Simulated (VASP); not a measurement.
# LiZrN (P4/mmm) in VASP: notebook

The runs below take LiZrN through single point, relaxation of cell and atoms, with PBE.

Program: VASP 6.6.1. These are calculated values, not measurements. Logs are shortened: lines on timing, memory, paths and dates and some standing lists are left out, and cuts for length are marked.

### Step 1. The cell of the first run

The structure is tetragonal, space group P4/mmm (No. 123). Conventional cell: a = 3.150 Å, b = 3.150 Å, c = 4.175 Å, α = 90.00°, β = 90.00°, γ = 90.00°. Within 2.8 Å of Li (site symmetry 4/mmm) lie 2 N at 2.09 Å. Zr (site symmetry 4/mmm) has 4 N at 2.23 Å within 2.9 Å. N (site symmetry 4/mmm) has 2 Li at 2.09 Å and 4 Zr at 2.23 Å within 2.8 Å.

### Step 2. Single point, PBE

The input, INCAR:

```
ALGO     = Normal         # electronic algorithm
EDIFF    = 1E-7           # SCF threshold, eV
ENCUT    = 520            # plane-wave cutoff, eV
GGA      = PE             # functional
ISIF     = 2              # what is computed and relaxed
ISMEAR   = 0              # smearing method
LASPH    = T              # aspherical terms in the spheres
LCHARG   = F              # write CHGCAR
LREAL    = F              # projectors in reciprocal space
LWAVE    = F              # write WAVECAR
NBANDS   = 17             # bands
NELM     = 60             # most SCF steps
PREC     = Accurate       # precision mode
SIGMA    = 0.1            # smearing width, eV
```

The input, KPOINTS:

```
k-points
0
Gamma
  6 6 6
```

The input, POSCAR:

```
LiZrN
1.0
    3.1495042407      0.0000000000      0.0000000000
    0.0000000000      3.1495042407      0.0000000000
    0.0000000000      0.0000000000      4.1753902787
Li Zr N
1 1 1
Direct
    0.0000000000      0.0000000000      0.5000000000
    0.5000000000      0.5000000000      0.0000000000
    0.0000000000      0.0000000000      0.0000000000
```

Potentials or basis: VASP PAW PBE potentials, release 64 (Li_sv, Zr_sv, N).

Launch:

```
$ cat potpaw_PBE.64/Li_sv/POTCAR potpaw_PBE.64/Zr_sv/POTCAR potpaw_PBE.64/N/POTCAR > POTCAR
$ mpirun -np 1 vasp_std > vasp.out
```

OUTCAR:

```text
EDIFF = 1E-7
   ENCUT = 520
   GGA = PE
   ISIF = 2
   ISMEAR = 0
   LASPH = T
   LREAL = F
   NELM = 60
   PREC = Accurate

 ion  position               nearest neighbor table
   1  0.000  0.000  0.500-   3 2.09   3 2.09   2 3.05   2 3.05   2 3.05   2 3.05   2 3.05   2 3.05
                             2 3.05   2 3.05
   2  0.500  0.500  0.000-   3 2.23   3 2.23   3 2.23   3 2.23   1 3.05   1 3.05   1 3.05   1 3.05
                             1 3.05   1 3.05   1 3.05   1 3.05
   3  0.000  0.000  0.000-   1 2.09   1 2.09   2 2.23   2 2.23   2 2.23   2 2.23

  LATTYP: Found a simple tetragonal cell.
 ALAT       =     3.1495042407
 C/A-ratio  =     1.3257293719

  Lattice vectors:

 A1 = (   3.1495042407,   0.0000000000,   0.0000000000)
 A2 = (   0.0000000000,   3.1495042407,   0.0000000000)
 A3 = (   0.0000000000,   0.0000000000,   4.1753902787)

Analysis of symmetry for initial positions (statically):
=====================================================================
 Subroutine PRICEL returns:
 Original cell was already a primitive cell.

 Routine SETGRP: Setting up the symmetry group for a
 simple tetragonal supercell.

 Subroutine GETGRP returns: Found 16 space group operations
 (whereof 16 operations were pure point group operations)
 out of a pool of 16 trial point group operations.

The static configuration has the point symmetry D_4h.

Analysis of symmetry for dynamics (positions and initial velocities):
=====================================================================
 Subroutine PRICEL returns:
 Original cell was already a primitive cell.

 Routine SETGRP: Setting up the symmetry group for a
 simple tetragonal supercell.

 Subroutine GETGRP returns: Found 16 space group operations
 (whereof 16 operations were pure point group operations)
 out of a pool of 16 trial point group operations.

The dynamic configuration has the point symmetry D_4h.

 Subroutine INISYM returns: Found 16 space group operations
 (whereof 16 operations are pure point group operations),
 and found     1 'primitive' translations

----------------------------------------------------------------------------------------

                                     Primitive cell

  volume of cell :      41.4173
[... 82 lines left out ...]
   PREC   = accura    normal or accurate (medium, high low for compatibility)
   ISTART =      0    job   : 0-new  1-cont  2-samecut
   ICHARG =      2    charge: 1-file 2-atom 10-const
   ISPIN  =      1    spin polarized calculation?
   LNONCOLLINEAR =      F non collinear calculations
   LSORBIT =      F    spin-orbit coupling
   LASPH  =      T    aspherical Exc in radial PAW
   ENCUT  =  520.0 eV  38.22 Ry    6.18 a.u.   5.86  5.86  7.76*2*pi/ulx,y,z
   NELM   =     60;   NELMIN=  2; NELMDL= -5     # of ELM steps
   EDIFF  = 0.1E-06   stopping-criterion for ELM
   LREAL  =      F    real-space projection
   EDIFFG = 0.1E-05   stopping-criterion for IOM
   NSW    =      0    number of steps for IOM
   IBRION =     -1    ionic relax: 0-MD 1-quasi-New 2-CG
   NFREE  =      0    steps in history (QN), initial steepest desc. (CG)
   ISIF   =      2    stress and relaxation
   ISYM   =      2    0-nonsym 1-usesym 2-fastsym
   POTIM  = 0.5000    time-step for ionic-motion
   TEBEG  =    0.0;   TEEND  =   0.0 temperature during run
   PSTRESS=    0.0 pullay stress
   NELECT =      20.0000    total number of electrons
   NUPDOWN=      -1.0000    fix difference up-down
   EMIN   =  10.00;   EMAX   =-10.00  energy-range for DOS
   EFERMI =   0.00;   METHOD = LEGACY
   ISMEAR =     0;   SIGMA  =   0.10  broadening in eV -4-tet -1-fermi 0-gaus
   EFERMI_NEDOS =   21; number of points for ismear=-14 and -15
   IALGO  =     38    algorithm
   IMIX   =      4    mixing-type and parameters
     AMIX     =   0.40;   BMIX     =  1.00
     AMIX_MAG =   1.60;   BMIX_MAG =  1.00
  volume/ion in A,a.u.               =      13.81        93.17
  Fermi-wavevector in a.u.,A,eV,Ry     =   1.284373  2.427112 22.444344  1.649613
  Thomas-Fermi vector in A             =   2.416570
   LORBIT       =      0    0 simple, 1 ext, 2 COOP (PROOUT), +10 PAW based schemes
   GGA     = PE    functional components
   LHFCALC =     F    Hartree Fock is set to
   AEXX    =    0.0000 exact exchange contribution
   IVDW    =     0    specifies the selected vdW correction
   LEPSILON=     F    determine dielectric tensor
   LRPA    =     F    only Hartree local field effects (RPA)
 non-spin polarized calculation
 Gauss-broadening in eV      SIGMA  =   0.10
  energy-cutoff  :      520.00
  volume of cell :       41.42
 maximum number of plane-waves:      1144
 NGX is ok and might be reduce to    24
   NGX = 11   NGY = 11   NGZ = 15

 number of electron      19.9999990 magnetization

 Free energy of the ion-electron system (eV)
  ---------------------------------------------------
  ext. energy  EPLUGINS =         0.00000000
  ---------------------------------------------------
  free energy    TOTEN  =       -21.79706269 eV

  energy without entropy =      -21.78933650  energy(sigma->0) =      -21.79319959

 E-fermi :   6.6762     XC(G=0): -10.4769

 val. band max:        6.6367609143   @ k =   0.1667   0.0000   0.1667
 cond. band min:       6.6827785129   @ k =   0.1667   0.0000   0.3333
 fundamental gap:      0.0460175986
 Fermi energy:         6.6762149624

 k-point     1 :       0.0000    0.0000    0.0000
  band No.  band energies     occupation
      1     -42.2875      2.00000
      2     -38.5645      2.00000
      3     -20.3417      2.00000
      4     -20.0704      2.00000
      5     -20.0704      2.00000
      6      -8.2062      2.00000
[... 457 lines left out ...]
      4     -20.2900      2.00000
      5     -19.9593      2.00000
      6      -6.5539      2.00000
[... 9 lines left out ...]
     16      16.0519      0.00000
     17      16.9897      0.00000

 [... further k-points ...]
[... 5 lines left out ...]
  --------------------------------------------------------------------------------------
  -------------------------------------------------------------------------------------
  Total        0.0365334      0.0365334      0.0014911      0.0000000      0.0000000      0.0000000
  in kB        1.4132500      1.4132500      0.0576800      0.0000000      0.0000000      0.0000000
  external PRESSURE =       0.9613934 kB  Pullay stress =       0.0000000 kB

 VOLUME and BASIS-vectors are now :
 -----------------------------------------------------------------------------
  energy-cutoff  :      520.00
  volume of cell :       41.42
      direct lattice vectors                 reciprocal lattice vectors
     3.149504241  0.000000000  0.000000000     0.317510288  0.000000000  0.000000000
     0.000000000  3.149504241  0.000000000     0.000000000  0.317510288  0.000000000
     0.000000000  0.000000000  4.175390279     0.000000000  0.000000000  0.239498570

 POSITION                                       TOTAL-FORCE (eV/Angst)
 -----------------------------------------------------------------------------------
      0.00000      0.00000      2.08770         0.000000      0.000000      0.000000
      1.57475      1.57475      0.00000         0.000000      0.000000      0.000000
      0.00000      0.00000      0.00000         0.000000      0.000000      0.000000
 -----------------------------------------------------------------------------------
    total drift:                                0.000000     -0.000000     -0.000000

  FREE ENERGIE OF THE ION-ELECTRON SYSTEM (eV)
  ---------------------------------------------------
  free  energy   TOTEN  =       -21.7970626913 eV

  energy  without entropy=      -21.7893364964  energy(sigma->0) =      -21.79319959
```

Run time: 30 s. Hardware: 1 thread of Intel Xeon Platinum 8375C at 2.90GHz (Ice Lake), shared host; peak memory 0.16 GiB.

Results:

```yaml
Free_energy: -21.7971 eV
Band_gap_on_the_k_mesh: zero (band 10 reaches 7.74 eV, above the bottom of band 11 at 5.13 eV)
```

Levels at points of the mesh, in eV from the Fermi level:
```csv
k point,band 7,band 8,band 9,band 10,band 11,band 12,band 13,band 14
"(0.00, 0.00, 0.00)",-3.73,-2.59,-1.83,-1.83,-1.55,2.93,2.93,3.43
"(0.50, 0.00, 0.00)",-6.12,-4.70,-4.54,-1.32,3.34,3.42,3.69,4.26
"(0.50, 0.50, 0.00)",-2.95,-2.95,-2.92,0.36,0.36,0.67,3.99,3.99
"(0.00, 0.00, 0.50)",-4.28,-1.76,-1.76,-1.43,1.70,1.87,2.28,2.28
"(0.50, 0.00, 0.50)",-5.91,-4.72,-4.66,0.28,2.71,3.01,3.06,4.43
"(0.50, 0.50, 0.50)",-2.68,-2.68,-2.63,-1.25,-1.25,3.24,5.27,5.72
```

Caveat: the cutoff is under 1.25 times the usual one of these potentials, so pressure, stress and relaxed cells hold a basis-set (Pulay) error.

### Step 3. Single point, PBE

This run uses another cell than the first one, of 15.09 Å³/atom, 1.093 times its volume.

The input, INCAR:

```
  ALGO = Normal
  EDIFF = 1E-6
  ENCUT = 520
  GGA = PE
  ISIF = 2
  ISMEAR = 0
  LASPH = True
  LCHARG = False
  LREAL = False
  LWAVE = False
  NBANDS = 17
  NELM = 80
  PREC = Accurate
  SIGMA = 0.1
```

KPOINTS is that of step 2.

The input, POSCAR:

```
LiZrN
1.0
    3.6138289500      0.0000000000      0.0000000000
    0.0000000000      3.6138289500      0.0000000000
    0.0000000000      0.0000000000      3.4652447500
Li Zr N
1 1 1
Direct
    0.0000000000      0.0000000000      0.5000000000
    0.5000000000      0.5000000000      0.0000000000
    0.0000000000      0.0000000000      0.0000000000
```

Potentials or basis: VASP PAW PBE potentials, release 64 (Li_sv, Zr_sv, N).

Launch:

```
$ cat potpaw_PBE.64/Li_sv/POTCAR potpaw_PBE.64/Zr_sv/POTCAR potpaw_PBE.64/N/POTCAR > POTCAR
$ mpirun -np 1 vasp_std > vasp.out
```

It took 41 s on 1 thread of Intel Xeon Platinum 8375C at 2.90GHz (Ice Lake), shared host; peak memory 0.17 GiB.

Results (log left out):

```yaml
Free_energy: -19.9621 eV
Band_gap_on_the_k_mesh: zero (band 10 reaches 6.60 eV, above the bottom of band 11 at 4.35 eV)
```

Levels at points of the mesh, in eV from the Fermi level:
```csv
k point,band 7,band 8,band 9,band 10,band 11,band 12,band 13,band 14
"(0.00, 0.00, 0.00)",-2.90,-2.57,-2.21,-2.21,-1.22,1.73,1.86,2.39
"(0.50, 0.00, 0.00)",-5.39,-3.77,-3.16,-1.53,2.27,2.47,2.56,2.61
"(0.50, 0.50, 0.00)",-3.59,-3.59,-2.62,-1.08,1.39,1.39,2.70,3.14
"(0.00, 0.00, 0.50)",-3.29,-1.79,-1.79,-0.64,0.55,0.55,2.06,2.35
"(0.50, 0.00, 0.50)",-4.48,-3.60,-3.40,0.58,1.08,1.31,2.42,4.13
"(0.50, 0.50, 0.50)",-2.74,-2.74,-1.93,-1.67,-1.67,2.95,3.25,3.42
```

Caveat: the cutoff is under 1.25 times the usual one of these potentials, so pressure, stress and relaxed cells hold a basis-set (Pulay) error.

### Step 4. Single point, PBE, collinear spin, ferromagnetic start

The input, INCAR:

```
  PREC = Accurate
  ENCUT = 520
  EDIFF = 1E-6
  ISMEAR = 0
  SIGMA = 0.1
  LREAL = False
  LASPH = True
  NELM = 150
  ALGO = Normal
  ISIF = 2
  LWAVE = False
  LCHARG = False
  ISPIN = 2
  MAGMOM = 0 1 0
  LORBIT = 11
  LMAXMIX = 4
  GGA = PE
  NBANDS = 21
```

The input, KPOINTS:

```
Automatic mesh
0
Gamma
  6 6 4
```

The input, POSCAR:

```
LiZrN
1.0
    3.1495042407      0.0000000000      0.0000000000
    0.0000000000      3.1495042407      0.0000000000
    0.0000000000      0.0000000000      4.1753902787
Li Zr N
1 1 1
Direct
    0.0000000000      0.0000000000      0.5000000000
    0.5000000000      0.5000000000      0.0000000000
    0.0000000000      0.0000000000      0.0000000000
```

Launch:

```
$ cat potpaw_PBE.64/Li_sv/POTCAR potpaw_PBE.64/Zr_sv/POTCAR potpaw_PBE.64/N/POTCAR > POTCAR
$ mpirun -np 1 vasp_std > vasp.out
```

Run time: 40 s. Hardware: 1 thread of Intel Xeon Platinum 8375C at 2.90GHz (Ice Lake), shared host; peak memory 0.18 GiB.

Results (log left out):

```
Free energy                                           : -21.8303 eV
Band gap on the k mesh                                : zero (filled and empty bands overlap)
Net moment                                            : 0.00 μB per cell
Valence electrons inside the program's atomic spheres : Li 2.11; Zr 9.80; N 3.71
```

Levels at points of the mesh, in eV from the Fermi level:
Spin up:
```csv
k point,band 7,band 8,band 9,band 10,band 11,band 12,band 13,band 14
"(0.00, 0.00, 0.00)",-3.77,-2.69,-1.85,-1.85,-1.57,2.89,2.89,3.41
"(0.50, 0.00, 0.00)",-6.15,-4.72,-4.59,-1.42,3.24,3.38,3.65,4.24
"(0.50, 0.50, 0.00)",-2.98,-2.98,-2.97,0.31,0.31,0.58,3.89,3.89
"(0.00, 0.00, 0.50)",-4.35,-1.78,-1.78,-1.45,1.63,1.78,2.23,2.23
"(0.50, 0.00, 0.50)",-5.93,-4.77,-4.67,0.17,2.64,2.96,3.02,4.41
"(0.50, 0.50, 0.50)",-2.71,-2.71,-2.67,-1.32,-1.32,3.18,5.15,5.70
```
Spin down:
```csv
k point,band 8,band 9,band 10,band 11,band 12,band 13
"(0.00, 0.00, 0.00)",-2.69,-1.85,-1.85,-1.57,2.89,2.89
"(0.50, 0.00, 0.00)",-4.72,-4.59,-1.42,3.24,3.38,3.65
"(0.50, 0.50, 0.00)",-2.98,-2.97,0.31,0.31,0.58,3.89
"(0.00, 0.00, 0.50)",-1.78,-1.78,-1.45,1.63,1.78,2.23
"(0.50, 0.00, 0.50)",-4.77,-4.67,0.17,2.64,2.96,3.02
"(0.50, 0.50, 0.50)",-2.71,-2.67,-1.33,-1.33,3.18,5.15
```

Caveat: the k points lie up to 0.38 Å⁻¹ apart; the cutoff is under 1.25 times the usual one of these potentials, so pressure, stress and relaxed cells hold a basis-set (Pulay) error.

### Step 5. Relaxation of cell and atoms, PBE

This run uses another cell than the first one, of 15.09 Å³/atom, 1.093 times its volume.

The input, INCAR:

```
SYSTEM = LiZrN
PREC = Accurate
ENCUT = 600
EDIFF = 1E-7
ISMEAR = 0
SIGMA = 0.1
LREAL = .FALSE.
LASPH = .TRUE.
NELM = 100
ALGO = Normal
ISIF = 3
LWAVE = .FALSE.
LCHARG = .FALSE.
GGA = PE
IBRION = 2
NSW = 90
EDIFFG = -0.04
```

The input, KPOINTS:

```
Automatic mesh
0
G
  6 6 6
  0 0 0
```

The input, POSCAR:

```
LiZrN
1.0
    3.6138289500      0.0000000000      0.0000000000
    0.0000000000      3.6138289500      0.0000000000
    0.0000000000      0.0000000000      3.4652447500
Li Zr N
1 1 1
Direct
    0.0000000000      0.0000000000      0.5000000000
    0.5000000000      0.5000000000      0.0000000000
    0.0000000000      0.0000000000      0.0000000000
```

Launch:

```
$ cat potpaw_PBE.64/Li_sv/POTCAR potpaw_PBE.64/Zr_sv/POTCAR potpaw_PBE.64/N/POTCAR > POTCAR
$ mpirun -np 1 vasp_std > vasp.out
```

It took 4.1 min on 1 thread of Intel Xeon Platinum 8375C at 2.90GHz (Ice Lake), shared host; peak memory 0.19 GiB.

The run converged. Its results:

- Free energy: -21.8005 eV
- Relaxed volume: 13.72 Å³/atom
- Relaxed cell: a = 3.151 Å, b = 3.151 Å, c = 4.144 Å, α = 90.00°, β = 90.00°, γ = 90.00°
- Space group after relaxing (to 0.05 Å): P4/mmm (No. 123)
- Energy gained by relaxing: 612.2 meV/atom
- Ionic steps: 8
- Pressure after relaxing: 0.2 GPa
- Band gap on the k mesh: zero (band 10 reaches 7.77 eV, above the bottom of band 11 at 5.19 eV)

Stress tensor (GPa, compression positive):
```
0.13 0.00 0.00
0.00 0.13 0.00
0.00 0.00 0.23
```

The path:
```
step  energy change (eV)  largest force (eV/Å)  pressure (GPa)  volume (Å³)
   1              0.0000                0.0000          -14.96        45.26
   2             -1.6016                0.0000           16.60        35.94
   3             -1.6668                0.0000            7.84        37.12
   4             -1.8026                0.0000            0.55        39.81
   5             -1.8203                0.0000           -1.95        41.02
   6             -1.8215                0.0000           -2.78        41.46
   7             -1.8273                0.0000            2.64        40.90
   8             -1.8365                0.0000            0.17        41.15
```

Final structure:
```
CELL_PARAMETERS angstrom
3.15111 0.00000 0.00000
0.00000 3.15111 0.00000
0.00000 0.00000 4.14384
ATOMIC_POSITIONS crystal
Li 0.00000 0.00000 0.50000
Zr 0.50000 0.50000 0.00000
N 0.00000 0.00000 0.00000
```

Levels at points of the mesh, in eV from the Fermi level:
```
           k point  band 7  band 8  band 9  band 10  band 11  band 12  band 13  band 14
(0.00, 0.00, 0.00)   -3.72   -2.59   -1.84    -1.84    -1.55     2.94     2.94     3.42
(0.50, 0.00, 0.00)   -6.13   -4.70   -4.53    -1.33     3.37     3.43     3.69     4.25
(0.50, 0.50, 0.00)   -2.97   -2.97   -2.93     0.39     0.39     0.64     4.01     4.01
(0.00, 0.00, 0.50)   -4.28   -1.77   -1.77    -1.42     1.80     1.91     2.26     2.26
(0.50, 0.00, 0.50)   -5.91   -4.72   -4.65     0.29     2.77     3.00     3.05     4.43
(0.50, 0.50, 0.50)   -2.69   -2.69   -2.63    -1.28    -1.28     3.29     5.29     5.71
```

Caveat: the cutoff is under 1.25 times the usual one of these potentials, so pressure, stress and relaxed cells hold a basis-set (Pulay) error.

(Part 1 of 2 ends here.)
